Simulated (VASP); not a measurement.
# B (P6/mmm) in VASP: a series of runs, part 2 of 2

VASP 6.6.1.

**3. Single point, LDA (strain +0.000 along x and y, -0.050 along z)**

The input, INCAR:

```
SYSTEM = B
PREC     = Accurate       ! precision mode
ENCUT    = 520            ! plane-wave cutoff, eV
EDIFF    = 1E-7           ! SCF threshold, eV
ISMEAR   = 0              ! smearing method
SIGMA    = 0.15           ! smearing width, eV
LREAL    = .False.        ! projectors in reciprocal space
LASPH    = .True.         ! aspherical terms in the spheres
NELM     = 100            ! most SCF steps
ALGO     = Normal         ! electronic algorithm
ISIF     = 2              ! what is computed and relaxed
LWAVE    = .False.        ! write WAVECAR
LCHARG   = .False.        ! write CHGCAR
GGA      = CA             ! functional
NBANDS   = 8              ! bands
```

The input, KPOINTS:

```
Automatic mesh
0
Gamma
  33 33 14
  0 0 0
```

The input, POSCAR:

```
B
1.0
    1.7024335758      0.0000000000      0.0000000000
   -0.8512167879      1.4743507249      0.0000000000
    0.0000000000      0.0000000000      3.4536517075
B
1
Direct
    0.0000000000      0.0000000000      0.0000000000
```

Potentials or basis: VASP PAW LDA potentials, release 64 (B).

Started as:

```sh
$ cat potpaw_LDA.64/B/POTCAR > POTCAR
$ mpirun -np 1 vasp_std > vasp.out
```

OUTCAR:

```text
SYSTEM = B
   PREC = Accurate
   ENCUT = 520
   EDIFF = 1E-7
   ISMEAR = 0
   LREAL = .False.
   LASPH = .True.
   NELM = 100
   ISIF = 2
   GGA = CA

 ion  position               nearest neighbor table
   1  0.000  0.000  0.000-

  LATTYP: Found a hexagonal cell.
 ALAT       =     1.7024335758
 C/A-ratio  =     2.0286557764

  Lattice vectors:

 A1 = (   1.7024335758,   0.0000000000,   0.0000000000)
 A2 = (  -0.8512167879,   1.4743507249,   0.0000000000)
 A3 = (   0.0000000000,   0.0000000000,   3.4536517075)

Analysis of symmetry for initial positions (statically):
=====================================================================
 Subroutine PRICEL returns:
 Original cell was already a primitive cell.

 Routine SETGRP: Setting up the symmetry group for a
 hexagonal supercell.

 Subroutine GETGRP returns: Found 24 space group operations
 (whereof 24 operations were pure point group operations)
 out of a pool of 24 trial point group operations.

The static configuration has the point symmetry D_6h.

Analysis of symmetry for dynamics (positions and initial velocities):
=====================================================================
 Subroutine PRICEL returns:
 Original cell was already a primitive cell.

 Routine SETGRP: Setting up the symmetry group for a
 hexagonal supercell.

 Subroutine GETGRP returns: Found 24 space group operations
 (whereof 24 operations were pure point group operations)
 out of a pool of 24 trial point group operations.

The dynamic configuration has the point symmetry D_6h.

 Subroutine INISYM returns: Found 24 space group operations
 (whereof 24 operations are pure point group operations),
 and found     1 'primitive' translations

----------------------------------------------------------------------------------------

                                     Primitive cell

  volume of cell :       8.6686
[... 102 lines left out ...]
   ISMEAR =     0;   SIGMA  =   0.15  broadening in eV -4-tet -1-fermi 0-gaus
   EFERMI_NEDOS =   21; number of points for ismear=-14 and -15
   IALGO  =     38    algorithm
   IMIX   =      4    mixing-type and parameters
     AMIX     =   0.40;   BMIX     =  1.00
     AMIX_MAG =   1.60;   BMIX_MAG =  1.00
  volume/ion in A,a.u.               =       8.67        58.50
  Fermi-wavevector in a.u.,A,eV,Ry     =   1.149385  2.172022 17.974455  1.321085
  Thomas-Fermi vector in A             =   2.286055
   LORBIT       =      0    0 simple, 1 ext, 2 COOP (PROOUT), +10 PAW based schemes
   GGA     = CA    functional components
   LHFCALC =     F    Hartree Fock is set to
   AEXX    =    0.0000 exact exchange contribution
   IVDW    =     0    specifies the selected vdW correction
   LEPSILON=     F    determine dielectric tensor
   LRPA    =     F    only Hartree local field effects (RPA)
 non-spin polarized calculation
 Gauss-broadening in eV      SIGMA  =   0.15
  energy-cutoff  :      520.00
  volume of cell :        8.67
 maximum number of plane-waves:       247
 NGX is ok and might be reduce to    14
   NGX =  7   NGY =  7   NGZ = 13

 number of electron       3.0000000 magnetization

 Free energy of the ion-electron system (eV)
  ---------------------------------------------------
  ext. energy  EPLUGINS =         0.00000000
  ---------------------------------------------------
  free energy    TOTEN  =        -6.75039101 eV

  energy without entropy =       -6.74695449  energy(sigma->0) =       -6.74867275

 E-fermi :   5.8491     XC(G=0): -10.6334

 val. band max:        5.8447082786   @ k =   0.3030   0.2727   0.4286
 cond. band min:       5.8502626158   @ k =   0.3030   0.2727   0.5000
 fundamental gap:      0.0055543372
 Fermi energy:         5.8490955271

 k-point     1 :       0.0000    0.0000    0.0000
  band No.  band energies     occupation
      1     -11.3340      2.00000
      2      -0.6084      2.00000
      3       8.3097      0.00000
      4      30.3041      0.00000
      5      30.3041      0.00000
      6      34.8420      0.00000
      7      41.4500      0.00000
      8      52.0202      0.00000
[... 243 lines left out ...]
 k-point    24 :       0.2121    0.0303    0.0000
  band No.  band energies     occupation
      1      -8.9661      2.00000
      2       2.7862      2.00000
      3      11.0100      0.00000
      4      21.3182      0.00000
      5      25.3935      0.00000
      6      35.3448      0.00000
      7      41.3040      0.00000
      8      44.5146      0.00000

 [... further k-points ...]
[... 5 lines left out ...]
  --------------------------------------------------------------------------------------
  -------------------------------------------------------------------------------------
  Total       -0.2187416     -0.2187416     -0.0080717      0.0000000      0.0000000      0.0000000
  in kB      -40.4289392    -40.4289392     -1.4918442      0.0000000      0.0000000      0.0000000
  external PRESSURE =     -27.4499075 kB  Pullay stress =       0.0000000 kB

 VOLUME and BASIS-vectors are now :
 -----------------------------------------------------------------------------
  energy-cutoff  :      520.00
  volume of cell :        8.67
      direct lattice vectors                 reciprocal lattice vectors
     1.702433576  0.000000000  0.000000000     0.587394430  0.339132332  0.000000000
    -0.851216788  1.474350725  0.000000000     0.000000000  0.678264665  0.000000000
     0.000000000  0.000000000  3.453651708     0.000000000  0.000000000  0.289548595

 POSITION                                       TOTAL-FORCE (eV/Angst)
 -----------------------------------------------------------------------------------
      0.00000      0.00000      0.00000         0.000000      0.000000      0.000000
 -----------------------------------------------------------------------------------
    total drift:                               -0.000000     -0.000000     -0.000000

  FREE ENERGIE OF THE ION-ELECTRON SYSTEM (eV)
  ---------------------------------------------------
  free  energy   TOTEN  =        -6.7503910137 eV

  energy  without entropy=       -6.7469544944  energy(sigma->0) =       -6.74867275
```

OSZICAR:

```text
N       E                     dE             d eps       ncg     rms          rms(c)
DAV:   1    -0.323966162257E+01   -0.32397E+01   -0.15045E+03 14576   0.285E+02
DAV:   2    -0.724562686267E+01   -0.40060E+01   -0.37108E+01 19032   0.441E+01
DAV:   3    -0.725493142759E+01   -0.93046E-02   -0.93034E-02 15528   0.235E+00
DAV:   4    -0.725493436462E+01   -0.29370E-05   -0.29370E-05 20848   0.370E-02
DAV:   5    -0.725493436473E+01   -0.11232E-09   -0.34650E-09 15696   0.225E-04    0.291E+00
DAV:   6    -0.687333476753E+01    0.38160E+00   -0.33983E-01 14496   0.223E+00    0.158E+00
DAV:   7    -0.675137308394E+01    0.12196E+00   -0.38080E-01 15136   0.231E+00    0.295E-01
DAV:   8    -0.675266802008E+01   -0.12949E-02   -0.17539E-02 14864   0.559E-01    0.197E-01
DAV:   9    -0.675039199168E+01    0.22760E-02   -0.56797E-03 14952   0.287E-01    0.128E-02
DAV:  10    -0.675039424604E+01   -0.22544E-05   -0.65834E-06 16408   0.226E-02    0.698E-03
DAV:  11    -0.675039101426E+01    0.32318E-05   -0.10052E-05 16160   0.119E-02    0.506E-04
DAV:  12    -0.675039101366E+01    0.59345E-09   -0.14423E-08 14600   0.961E-04
   1 F= -.67503910E+01 E0= -.67486728E+01  d E =-.343652E-02
```

stdout:

```text
POSCAR found type information on POSCAR B
 POSCAR found :  1 types and       1 ions
 scaLAPACK will be used
 LDA part: xc-table for (Slater(with rela. corr.)+CA(PZ))
 , standard interpolation
 POSCAR, INCAR and KPOINTS ok, starting setup
 FFT: planning ... GRIDC
 FFT: planning ... GRID_SOFT
 FFT: planning ... GRID
 WAVECAR not read
 entering main loop
```

Run time: 23 s. Hardware: 1 thread of Intel Xeon 6975P-C (Granite Rapids), shared host; peak memory 0.15 GiB.

What came out:

* Free energy: -6.7504 eV
* Pressure: -2.7 GPa

Levels at points of the mesh, in eV from the Fermi level:
```
           k point  band 1  band 2  band 3  band 4  band 5  band 6
(0.00, 0.00, 0.00)  -17.18   -6.46    2.46   24.46   24.46   28.99
(0.00, 0.00, 0.50)  -16.69   -8.98   10.08   15.61   24.47   24.47
```

Caveat: the cell differs from its parent crystal (strain +0.000 along x and y, -0.050 along z).

**4. Single point, LDA (strain +0.000 along x and y, +0.050 along z)**

The input, INCAR:

```
PREC = Accurate
ENCUT = 520
EDIFF = 1E-7
ISMEAR = 0
SIGMA = 0.15
LREAL = False
LASPH = True
NELM = 100
ALGO = Normal
ISIF = 2
LWAVE = False
LCHARG = True
LELF = True
LVHAR = True
NBANDS = 8
```

The input, KPOINTS:

```
regular mesh
0
Gamma
  33 33 14
```

Edit POSCAR of step 3 so:

```diff
@@ -4,3 +4,3 @@
    -0.8512167879      1.4743507249      0.0000000000
-    0.0000000000      0.0000000000      3.4536517075
+    0.0000000000      0.0000000000      3.8171939925
 B
```

Started as:

```sh
$ cat potpaw_LDA.64/B/POTCAR > POTCAR
$ mpirun -np 1 vasp_std > vasp.out
```

It took 24 s on 1 thread of Intel Xeon 6975P-C (Granite Rapids), shared host; peak memory 0.15 GiB.

It converged, with:

* Free energy: -6.7436 eV
* Pressure: -3.0 GPa

Stress tensor (GPa, compression positive):
```
-3.41  0.00  0.00
 0.00 -3.41  0.00
 0.00  0.00 -2.12
```

Levels at points of the mesh, in eV from the Fermi level:
```tsv
k point	band 1	band 2	band 3	band 4	band 5	band 6
(0.00, 0.00, 0.00)	-17.05	-7.03	1.82	22.95	24.45	24.45
(0.00, 0.00, 0.50)	-16.82	-8.54	7.57	12.06	24.45	24.45
```

Caveat: the cell differs from its parent crystal (strain +0.000 along x and y, +0.050 along z).

**5. Single point, LDA (strain +0.050 along x and y, +0.050 along z)**

The input, INCAR:

```
SYSTEM = B
ALGO     = Normal         ! electronic algorithm
EDIFF    = 1E-7           ! SCF threshold, eV
ENCUT    = 520            ! plane-wave cutoff, eV
GGA      = CA             ! functional
ISIF     = 2              ! what is computed and relaxed
ISMEAR   = 0              ! smearing method
LASPH    = .True.         ! aspherical terms in the spheres
LCHARG   = .True.         ! write CHGCAR
LELF     = .True.         ! ELF
LREAL    = .False.        ! projectors in reciprocal space
LVHAR    = .True.       
LWAVE    = .False.        ! write WAVECAR
NBANDS   = 8              ! bands
NELM     = 100            ! most SCF steps
PREC     = Accurate       ! precision mode
SIGMA    = 0.15           ! smearing width, eV
```

The input, KPOINTS:

```
k-points
0
Gamma
  33 33 14
  0 0 0
```

The input, POSCAR:

```
B
1.0
    1.7875552546      0.0000000000      0.0000000000
   -0.8937776273      1.5480682611      0.0000000000
    0.0000000000      0.0000000000      3.8171939925
B
1
Direct
    0.0000000000      0.0000000000      0.0000000000
```

Started as:

```sh
$ cat potpaw_LDA.64/B/POTCAR > POTCAR
$ mpirun -np 1 vasp_std > vasp.out
```

Run time: 25 s. Hardware: 1 thread of Intel Xeon 6975P-C (Granite Rapids), shared host; peak memory 0.16 GiB.

The run converged. Its results:

| Item | Value |
| --- | --- |
| Free energy | -6.6189 eV |
| Pressure | -23.6 GPa |

Stress tensor (GPa, compression positive):
```
-34.45   0.00   0.00
  0.00 -34.45   0.00
  0.00   0.00  -1.80
```

Levels at points of the mesh, in eV from the Fermi level:
| k point | band 1 | band 2 | band 3 | band 4 | band 5 | band 6 | band 7 |
| --- | --- | --- | --- | --- | --- | --- | --- |
| (0.00, 0.00, 0.00) | -15.95 | -5.93 | 2.36 | 21.33 | 21.33 | 23.48 | 29.39 |
| (0.00, 0.00, 0.50) | -15.70 | -7.58 | 8.24 | 12.78 | 21.34 | 21.34 | 40.99 |

Caveat: the cell differs from its parent crystal (strain +0.050 along x and y, +0.050 along z).

**6. The runs side by side**

| cell | gap on the mesh (eV) | pressure (GPa) |
| --- | --- | --- |
| a = 1.617, b = 1.617, c = 3.635 Å, angles 90.0, 90.0, 120.0°, 1 atom | none | 31.8 |
| a = 1.702, b = 1.702, c = 3.454 Å, angles 90.0, 90.0, 120.0°, 1 atom | none | -2.7 |
| a = 1.702, b = 1.702, c = 3.817 Å, angles 90.0, 90.0, 120.0°, 1 atom | none | -3.0 |
| a = 1.788, b = 1.788, c = 3.817 Å, angles 90.0, 90.0, 120.0°, 1 atom | none | -23.6 |

Alike in all rows: task single point; level LDA; potentials or basis VASP PAW LDA potentials, release 64 (B); no spin polarisation; k mesh 33 × 33 × 14; cutoff (eV) 520; smearing gaussian 0.15 eV.

Total energies depend on the potentials used, so only differences within one code and one set of settings carry meaning.
